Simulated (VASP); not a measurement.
# PbSe (P6_3/mmc) in VASP: a series of runs

PbSe is run at these levels: r2SCAN; tasks: single point.

Everything below comes from runs of VASP 6.6.1. Logs are shortened: lines on timing, memory, paths and dates and some standing lists are left out, and cuts for length are marked.

## Step 1: The cell of the first run

Symmetry: P6_3/mmc, No. 194, hexagonal system. The conventional cell has a = 5.174 Å, b = 5.174 Å, c = 6.213 Å, α = 90.00°, β = 90.00°, γ = 120.00°. Within 3.9 Å of Pb (site symmetry -6m2) lie 5 Se at 2.99 to 3.11 Å. Se (site symmetry -6m2) has 5 Pb at 2.99 to 3.11 Å within 3.9 Å.

## Step 2: Single point, r2SCAN

File POSCAR:

```
PbSe
1.0
    5.1741302537      0.0000000000      0.0000000000
   -2.5870651268      4.4809282423      0.0000000000
    0.0000000000      0.0000000000      6.2132838629
Pb Se
2 2
Direct
    0.3333333333      0.6666666667      0.2500000000
    0.6666666667      0.3333333333      0.7500000000
    0.6666666667      0.3333333333      0.2500000000
    0.3333333333      0.6666666667      0.7500000000
```

File INCAR.step1:

```
PREC = Accurate ; ENCUT = 550
ISMEAR = 0 ; SIGMA = 0.01
LREAL = False ; LASPH = True
NELM = 120 ; ISYM = -1
NBANDS = 28 ; GGA = PE
ALGO = Normal ; EDIFF = 1E-5
LWAVE = True ; LCHARG = False
GGA_COMPAT = False ; KPAR = 1
```

File INCAR.step2:

```
PREC = Accurate ; ENCUT = 550
EDIFF = 1E-6 ; ISMEAR = 0
SIGMA = 0.01 ; LREAL = False
LASPH = True ; NELM = 120
ALGO = Normal ; ISIF = 2
LWAVE = False ; LCHARG = False
METAGGA = R2SCAN ; LMIXTAU = True
ISYM = -1 ; NBANDS = 28
ISTART = 1 ; GGA_COMPAT = False
KPAR = 1
```

File KPOINTS:

```
explicit points
72
Reciprocal
  0.08333333   0.08333333   0.12500000 2
  0.08333333   0.08333333   0.37500000 2
  0.08333333   0.08333333   0.62500000 2
  0.08333333   0.08333333   0.87500000 2
  0.08333333   0.25000000   0.12500000 2
  0.08333333   0.25000000   0.37500000 2
  0.08333333   0.25000000   0.62500000 2
  0.08333333   0.25000000   0.87500000 2
  0.08333333   0.41666667   0.12500000 2
  0.08333333   0.41666667   0.37500000 2
  0.08333333   0.41666667   0.62500000 2
  0.08333333   0.41666667   0.87500000 2
  0.08333333   0.58333333   0.12500000 2
  0.08333333   0.58333333   0.37500000 2
  0.08333333   0.58333333   0.62500000 2
  0.08333333   0.58333333   0.87500000 2
  0.08333333   0.75000000   0.12500000 2
  0.08333333   0.75000000   0.37500000 2
  0.08333333   0.75000000   0.62500000 2
  0.08333333   0.75000000   0.87500000 2
  0.08333333   0.91666667   0.12500000 2
  0.08333333   0.91666667   0.37500000 2
  0.08333333   0.91666667   0.62500000 2
  0.08333333   0.91666667   0.87500000 2
  0.25000000   0.08333333   0.12500000 2
  0.25000000   0.08333333   0.37500000 2
  0.25000000   0.08333333   0.62500000 2
  0.25000000   0.08333333   0.87500000 2
  0.25000000   0.25000000   0.12500000 2
  0.25000000   0.25000000   0.37500000 2
  0.25000000   0.25000000   0.62500000 2
  0.25000000   0.25000000   0.87500000 2
  0.25000000   0.41666667   0.12500000 2
  0.25000000   0.41666667   0.37500000 2
  0.25000000   0.41666667   0.62500000 2
  0.25000000   0.41666667   0.87500000 2
  0.25000000   0.58333333   0.12500000 2
  0.25000000   0.58333333   0.37500000 2
  0.25000000   0.58333333   0.62500000 2
  0.25000000   0.58333333   0.87500000 2
  0.25000000   0.75000000   0.12500000 2
  0.25000000   0.75000000   0.37500000 2
  0.25000000   0.75000000   0.62500000 2
  0.25000000   0.75000000   0.87500000 2
  0.25000000   0.91666667   0.12500000 2
  0.25000000   0.91666667   0.37500000 2
  0.25000000   0.91666667   0.62500000 2
  0.25000000   0.91666667   0.87500000 2
  0.41666667   0.08333333   0.12500000 2
  0.41666667   0.08333333   0.37500000 2
  0.41666667   0.08333333   0.62500000 2
  0.41666667   0.08333333   0.87500000 2
  0.41666667   0.25000000   0.12500000 2
  0.41666667   0.25000000   0.37500000 2
  0.41666667   0.25000000   0.62500000 2
  0.41666667   0.25000000   0.87500000 2
  0.41666667   0.41666667   0.12500000 2
  0.41666667   0.41666667   0.37500000 2
  0.41666667   0.41666667   0.62500000 2
  0.41666667   0.41666667   0.87500000 2
  0.41666667   0.58333333   0.12500000 2
  0.41666667   0.58333333   0.37500000 2
  0.41666667   0.58333333   0.62500000 2
  0.41666667   0.58333333   0.87500000 2
  0.41666667   0.75000000   0.12500000 2
  0.41666667   0.75000000   0.37500000 2
  0.41666667   0.75000000   0.62500000 2
  0.41666667   0.75000000   0.87500000 2
  0.41666667   0.91666667   0.12500000 2
  0.41666667   0.91666667   0.37500000 2
  0.41666667   0.91666667   0.62500000 2
  0.41666667   0.91666667   0.87500000 2
```

Potentials or basis: VASP PAW PBE potentials, release 64 (Pb_d, Se).

Run with:

```sh
> cat potpaw_PBE.64/Pb_d/POTCAR potpaw_PBE.64/Se/POTCAR > POTCAR
> cp INCAR.step1 INCAR
> mpirun -np 4 vasp_std > vasp.out
> cp INCAR.step2 INCAR
> mpirun -np 4 vasp_std > vasp.out
```

OUTCAR:

```text
PREC = Accurate
   ENCUT = 550
   EDIFF = 1E-6
   ISMEAR = 0
   LREAL = False
   LASPH = True
   NELM = 120
   ISIF = 2
   METAGGA = R2SCAN
   ISYM = -1
   ISTART = 1

 ion  position               nearest neighbor table
   1  0.333  0.667  0.250-   3 2.99   3 2.99   3 2.99   4 3.11   4 3.11
   2  0.667  0.333  0.750-   4 2.99   4 2.99   4 2.99   3 3.11   3 3.11
   3  0.667  0.333  0.250-   1 2.99   1 2.99   1 2.99   2 3.11   2 3.11
   4  0.333  0.667  0.750-   2 2.99   2 2.99   2 2.99   1 3.11   1 3.11

IMPORTANT INFORMATION: All symmetrisations will be switched off!
NOSYMM: (Re-)initialisation of all symmetry stuff for point group C_1.

----------------------------------------------------------------------------------------

                                     Primitive cell

  volume of cell :     144.0544

  direct lattice vectors                    reciprocal lattice vectors
     5.174130254  0.000000000  0.000000000     0.193269197  0.111584023  0.000000000
    -2.587065127  4.480928242  0.000000000     0.000000000  0.223168046  0.000000000
     0.000000000  0.000000000  6.213283863     0.000000000  0.000000000  0.160945487

  length of vectors
     5.174130254  5.174130254  6.213283863     0.223168046  0.223168046  0.160945487

  position of ions in fractional coordinates (direct lattice)
     0.333333333  0.666666667  0.250000000
     0.666666667  0.333333333  0.750000000
     0.666666667  0.333333333  0.250000000
     0.333333333  0.666666667  0.750000000

  ion indices of the primitive-cell ions
   primitive index   ion index
                 1           1
                 2           2
                 3           3
                 4           4

----------------------------------------------------------------------------------------

 KPOINTS: explicit points

Read explicit list of k-points.

 Found     72 k-points:

 Following reciprocal coordinates:
            Coordinates               Weight
  0.083333  0.083333  0.125000      0.013889
  0.083333  0.083333  0.375000      0.013889
  0.083333  0.083333  0.625000      0.013889
  0.083333  0.083333  0.875000      0.013889
  0.083333  0.250000  0.125000      0.013889
  0.083333  0.250000  0.375000      0.013889
[... 16 lines left out ...]
  0.083333  0.916667  0.625000      0.013889
  0.083333  0.916667  0.875000      0.013889
 [... further k-points ...]
   k-points           NKPTS =     72   k-points in BZ     NKDIM =     72   number of bands    NBANDS=     28
   number of dos      NEDOS =    301   number of ions     NIONS =      4
   total plane-waves  NPLWV =  76800
   dimension x,y,z NGX =    40 NGY =   40 NGZ =   48
   dimension x,y,z NGXF=    80 NGYF=   80 NGZF=   96
   ions per type =               2   2
   NGX,Y,Z   is equivalent  to a cutoff of  12.85, 12.85, 12.84 a.u.
   NGXF,Y,Z  is equivalent  to a cutoff of  25.70, 25.70, 25.69 a.u.
 SYSTEM =  unknown system
   PREC   = accura    normal or accurate (medium, high low for compatibility)
   ISTART =      1    job   : 0-new  1-cont  2-samecut
   ICHARG =      0    charge: 1-file 2-atom 10-const
   ISPIN  =      1    spin polarized calculation?
   LNONCOLLINEAR =      F non collinear calculations
   LSORBIT =      F    spin-orbit coupling
   LASPH  =      T    aspherical Exc in radial PAW
   ENCUT  =  550.0 eV  40.42 Ry    6.36 a.u.   9.89  9.89 11.88*2*pi/ulx,y,z
   NELM   =    120;   NELMIN=  2; NELMDL=  0     # of ELM steps
   EDIFF  = 0.1E-05   stopping-criterion for ELM
   LREAL  =      F    real-space projection
   EDIFFG = 0.1E-04   stopping-criterion for IOM
   NSW    =      0    number of steps for IOM
   IBRION =     -1    ionic relax: 0-MD 1-quasi-New 2-CG
   NFREE  =      0    steps in history (QN), initial steepest desc. (CG)
   ISIF   =      2    stress and relaxation
   ISYM   =     -1    0-nonsym 1-usesym 2-fastsym
   POTIM  = 0.5000    time-step for ionic-motion
   TEBEG  =    0.0;   TEEND  =   0.0 temperature during run
   PSTRESS=    0.0 pullay stress
   NELECT =      40.0000    total number of electrons
   NUPDOWN=      -1.0000    fix difference up-down
   EMIN   =  10.00;   EMAX   =-10.00  energy-range for DOS
   EFERMI =   0.00;   METHOD = LEGACY
   ISMEAR =     0;   SIGMA  =   0.01  broadening in eV -4-tet -1-fermi 0-gaus
   EFERMI_NEDOS =   21; number of points for ismear=-14 and -15
   IALGO  =     38    algorithm
   IMIX   =      4    mixing-type and parameters
     AMIX     =   0.40;   BMIX     =  1.00
     AMIX_MAG =   1.60;   BMIX_MAG =  1.00
  volume/ion in A,a.u.               =      36.01       243.03
  Fermi-wavevector in a.u.,A,eV,Ry     =   1.068036  2.018296 15.520184  1.140701
  Thomas-Fermi vector in A             =   2.203672
   LORBIT       =      0    0 simple, 1 ext, 2 COOP (PROOUT), +10 PAW based schemes
   METAGGA = R2SCAN    functional components
   LHFCALC =     F    Hartree Fock is set to
   AEXX    =    0.0000 exact exchange contribution
   IVDW    =     0    specifies the selected vdW correction
   LEPSILON=     F    determine dielectric tensor
   LRPA    =     F    only Hartree local field effects (RPA)
 non-spin polarized calculation
 Gauss-broadening in eV      SIGMA  =   0.01
  energy-cutoff  :      550.00
  volume of cell :      144.05
 maximum number of plane-waves:      4239
 NGX is ok and might be reduce to    40
   NGX = 19   NGY = 19   NGZ = 23

 number of electron      39.9999997 magnetization

 Free energy of the ion-electron system (eV)
  ---------------------------------------------------
  ext. energy  EPLUGINS =         0.00000000
  ---------------------------------------------------
  free energy    TOTEN  =      -143.41772957 eV

  energy without entropy =     -143.41772957  energy(sigma->0) =     -143.41772957

 E-fermi :   2.7603     XC(G=0):  -8.7485

 val. band max:        2.6678877882   @ k =   0.4167   0.2500   0.3750
 cond. band min:       4.5700313246   @ k =   0.2500   0.9167   0.3750
 fundamental gap:      1.9021435364
 Fermi energy:         2.7603203582

 k-point     1 :       0.0833    0.0833    0.1250
  band No.  band energies     occupation
      1     -14.5564      2.00000
      2     -14.4848      2.00000
      3     -14.4786      2.00000
      4     -14.4769      2.00000
      5     -14.4747      2.00000
      6     -14.4668      2.00000
[... 20 lines left out ...]
     27       8.5256      0.00000
     28       9.6265      0.00000

 k-point     2 :       0.0833    0.0833    0.3750
  band No.  band energies     occupation
      1     -14.5202      2.00000
      2     -14.4886      2.00000
      3     -14.4833      2.00000
      4     -14.4814      2.00000
      5     -14.4795      2.00000
      6     -14.4753      2.00000
[... 20 lines left out ...]
     27       8.9479      0.00000
     28       9.8638      0.00000

 k-point     3 :       0.0833    0.0833    0.6250
  band No.  band energies     occupation
      1     -14.5202      2.00000
      2     -14.4886      2.00000
      3     -14.4833      2.00000
      4     -14.4814      2.00000
      5     -14.4795      2.00000
      6     -14.4753      2.00000
[... 20 lines left out ...]
     27       8.9479      0.00000
     28       9.8638      0.00000

 k-point     4 :       0.0833    0.0833    0.8750
  band No.  band energies     occupation
      1     -14.5564      2.00000
      2     -14.4848      2.00000
      3     -14.4786      2.00000
      4     -14.4769      2.00000
      5     -14.4747      2.00000
      6     -14.4668      2.00000
[... 20 lines left out ...]
     27       8.5256      0.00000
     28       9.6265      0.00000

 k-point     5 :       0.0833    0.2500    0.1250
  band No.  band energies     occupation
      1     -14.5520      2.00000
      2     -14.4982      2.00000
      3     -14.4757      2.00000
      4     -14.4729      2.00000
      5     -14.4678      2.00000
      6     -14.4664      2.00000
[... 20 lines left out ...]
     27       8.9924      0.00000
     28       9.8364      0.00000

 k-point     6 :       0.0833    0.2500    0.3750
  band No.  band energies     occupation
      1     -14.5201      2.00000
      2     -14.4927      2.00000
      3     -14.4779      2.00000
      4     -14.4760      2.00000
      5     -14.4756      2.00000
      6     -14.4727      2.00000
[... 463 lines left out ...]
      5     -14.4772      2.00000
      6     -14.4656      2.00000
[... 20 lines left out ...]
     27       8.6163      0.00000
     28       9.8617      0.00000

 k-point    22 :       0.0833    0.9167    0.3750
  band No.  band energies     occupation
      1     -14.5197      2.00000
      2     -14.4869      2.00000
      3     -14.4849      2.00000
      4     -14.4826      2.00000
      5     -14.4820      2.00000
      6     -14.4768      2.00000
[... 20 lines left out ...]
     27       8.5372      0.00000
     28       9.5639      0.00000

 k-point    23 :       0.0833    0.9167    0.6250
  band No.  band energies     occupation
      1     -14.5197      2.00000
      2     -14.4869      2.00000
      3     -14.4849      2.00000
      4     -14.4826      2.00000
      5     -14.4820      2.00000
      6     -14.4768      2.00000
[... 20 lines left out ...]
     27       8.5372      0.00000
     28       9.5639      0.00000

 k-point    24 :       0.0833    0.9167    0.8750
  band No.  band energies     occupation
      1     -14.5573      2.00000
      2     -14.4817      2.00000
      3     -14.4800      2.00000
      4     -14.4775      2.00000
      5     -14.4772      2.00000
      6     -14.4656      2.00000
[... 20 lines left out ...]
     27       8.6163      0.00000
     28       9.8617      0.00000

 [... further k-points ...]
[... 5 lines left out ...]
  --------------------------------------------------------------------------------------
  -------------------------------------------------------------------------------------
  Total        0.1613166      0.1590152     -0.4301921     -0.0019926     -0.0000004     -0.0000001
  in kB        1.7941674      1.7685722     -4.7846091     -0.0221614     -0.0000045     -0.0000011
  external PRESSURE =      -0.4072898 kB  Pullay stress =       0.0000000 kB

 VOLUME and BASIS-vectors are now :
 -----------------------------------------------------------------------------
  energy-cutoff  :      550.00
  volume of cell :      144.05
      direct lattice vectors                 reciprocal lattice vectors
     5.174130254  0.000000000  0.000000000     0.193269197  0.111584023  0.000000000
    -2.587065127  4.480928242  0.000000000     0.000000000  0.223168046  0.000000000
     0.000000000  0.000000000  6.213283863     0.000000000  0.000000000  0.160945487

 POSITION                                       TOTAL-FORCE (eV/Angst)
 -----------------------------------------------------------------------------------
     -0.00000      2.98729      1.55332        -0.000189      0.000109     -0.000000
      2.58707      1.49364      4.65996         0.000189     -0.000109      0.000000
      2.58707      1.49364      1.55332         0.000067     -0.000039     -0.000000
     -0.00000      2.98729      4.65996        -0.000067      0.000039     -0.000000
 -----------------------------------------------------------------------------------
    total drift:                               -0.000000     -0.000000      0.000000

  FREE ENERGIE OF THE ION-ELECTRON SYSTEM (eV)
  ---------------------------------------------------
  free  energy   TOTEN  =      -143.4177295697 eV

  energy  without entropy=     -143.4177295697  energy(sigma->0) =     -143.41772957
```

Wall time 2 min (4 MPI ranks of Intel Xeon 6975P-C (Granite Rapids), shared host); peak memory 0.26 GiB.

Results:

```
Free energy            : -143.4177 eV
Pressure               : 0.0 GPa
Band gap on the k mesh : 1.90 eV (least direct gap 2.11 eV)
```

Stress tensor (GPa, compression positive):
```
 0.18  0.00  0.00
 0.00  0.18  0.00
 0.00  0.00 -0.48
```

Caveat: the PAW data sets were made with another functional, which shifts forces and pressure a little; spin-orbit coupling is left out, which moves the levels of the heavy elements; a shifted mesh leaves out Γ, where band edges can lie. A k mesh can miss the band edges.

## Step 3: Single point, r2SCAN

POSCAR is that of step 2.

File INCAR.step1:

```
SYSTEM = PbSe
PREC = Accurate
ENCUT = 520
ISMEAR = 0
SIGMA = 0.01
LREAL = .FALSE.
LASPH = .TRUE.
NELM = 60
NBANDS = 28
GGA = PE
ALGO = Normal
EDIFF = 1E-4
LWAVE = .TRUE.
LCHARG = .FALSE.
```

File INCAR.step2:

```
SYSTEM = PbSe
PREC = Accurate
ENCUT = 520
EDIFF = 1E-6
ISMEAR = 0
SIGMA = 0.01
LREAL = .FALSE.
LASPH = .TRUE.
NELM = 60
ALGO = Normal
ISIF = 2
LWAVE = .FALSE.
LCHARG = .FALSE.
METAGGA = R2SCAN
LMIXTAU = .TRUE.
NBANDS = 28
ISTART = 1
```

File KPOINTS:

```
Automatic mesh
0
G
  2 2 2
  0 0 0
```

Potentials or basis: VASP PAW PBE potentials, release 64 (Pb_d, Se).

Run with:

```sh
> cat potpaw_PBE.64/Pb_d/POTCAR potpaw_PBE.64/Se/POTCAR > POTCAR
> cp INCAR.step1 INCAR
> mpirun -np 1 vasp_std > vasp.out
> cp INCAR.step2 INCAR
> mpirun -np 1 vasp_std > vasp.out
```

Run time: 56 s. Hardware: 1 thread of Intel Xeon Platinum 8559C (Emerald Rapids), shared host; peak memory 0.28 GiB.

The run converged. Its results:

| Item | Value |
| --- | --- |
| Free energy | -143.6129 eV |
| Pressure | -0.8 GPa |
| Band gap on the k mesh | 2.38 eV (least direct gap 2.40 eV) |

Stress tensor (GPa, compression positive):
```
-3.24  0.00  0.00
 0.00 -3.24  0.00
 0.00  0.00  4.13
```

Levels at points of the mesh, in eV from the valence-band top:
```csv
k point,band 18,band 19,band 20,band 21,band 22,band 23
"(0.00, 0.00, 0.00)",-1.17,-1.17,-1.14,2.66,2.66,4.14
"(0.50, 0.00, 0.00)",-1.57,-1.45,0.00,3.61,4.11,5.04
"(0.00, 0.00, 0.50)",-1.78,-0.69,-0.69,3.05,3.05,3.05
"(0.50, 0.00, 0.50)",-1.14,-0.03,-0.03,2.38,2.38,3.86
```

Caveat: the k points lie up to 0.70 Å⁻¹ apart; the PAW data sets were made with another functional, which shifts forces and pressure a little; spin-orbit coupling is left out, which moves the levels of the heavy elements. A k mesh can miss the band edges.

## Step 4: Single point, r2SCAN

POSCAR is that of step 3.

File INCAR.step1:

```
ALGO = Normal
EDIFF = 1E-4
ENCUT = 520
GGA = PE
ISMEAR = 0
LASPH = T
LCHARG = F
LREAL = F
LWAVE = T
NBANDS = 28
NELM = 80
PREC = Accurate
SIGMA = 0.01
```

File INCAR.step2:

```
ALGO = Normal
EDIFF = 1E-7
ENCUT = 520
ISIF = 2
ISMEAR = 0
ISTART = 1
LASPH = T
LCHARG = F
LMIXTAU = T
LREAL = F
LWAVE = F
METAGGA = R2SCAN
NBANDS = 28
NELM = 80
PREC = Accurate
SIGMA = 0.01
```

File KPOINTS:

```
k-points
0
Gamma
  6 6 4
```

Run with:

```sh
> cat potpaw_PBE.64/Pb_d/POTCAR potpaw_PBE.64/Se/POTCAR > POTCAR
> cp INCAR.step1 INCAR
> mpirun -np 1 vasp_std > vasp.out
> cp INCAR.step2 INCAR
> mpirun -np 1 vasp_std > vasp.out
```

It took 3.9 min on 1 thread of Intel Xeon Platinum 8559C (Emerald Rapids), shared host; peak memory 0.32 GiB.

Results (log left out):

```yaml
Free_energy: -143.4018 eV
Pressure: 0.0 GPa
Band_gap_on_the_k_mesh: 1.48 eV
```

Levels at points of the mesh, in eV from the valence-band top:
| k point | band 18 | band 19 | band 20 | band 21 | band 22 | band 23 |
| --- | --- | --- | --- | --- | --- | --- |
| (0.00, 0.00, 0.00) | -1.82 | -1.82 | -1.81 | 1.96 | 1.96 | 3.46 |
| (0.50, 0.00, 0.00) | -2.22 | -2.13 | -0.66 | 2.93 | 3.44 | 4.35 |
| (0.00, 0.00, 0.50) | -2.44 | -1.33 | -1.33 | 2.35 | 2.35 | 2.35 |
| (0.50, 0.00, 0.50) | -1.80 | -0.68 | -0.68 | 1.68 | 1.68 | 3.18 |

Caveat: the PAW data sets were made with another functional, which shifts forces and pressure a little; spin-orbit coupling is left out, which moves the levels of the heavy elements. A k mesh can miss the band edges.

## Step 5: Overview

```tsv
k mesh	cutoff (eV)	gap on the mesh (eV)	pressure (GPa)
6 × 6 × 4, shifted	550	1.90	0.0
2 × 2 × 2	520	2.38	-0.8
6 × 6 × 4	520	1.48	0.0
```

Alike in all rows: task single point; level r2SCAN; potentials or basis VASP PAW PBE potentials, release 64 (Pb_d, Se); no spin polarisation; cell as given; smearing gaussian 0.01 eV.

Caveats: some runs use coarse meshes; the PAW data sets were made with another functional, which shifts forces and pressure a little; spin-orbit coupling is left out, which moves the levels of the heavy elements; a shifted mesh leaves out Γ, where band edges can lie (at least some runs).

Total energies depend on the potentials used, so only differences within one code and one set of settings carry meaning.
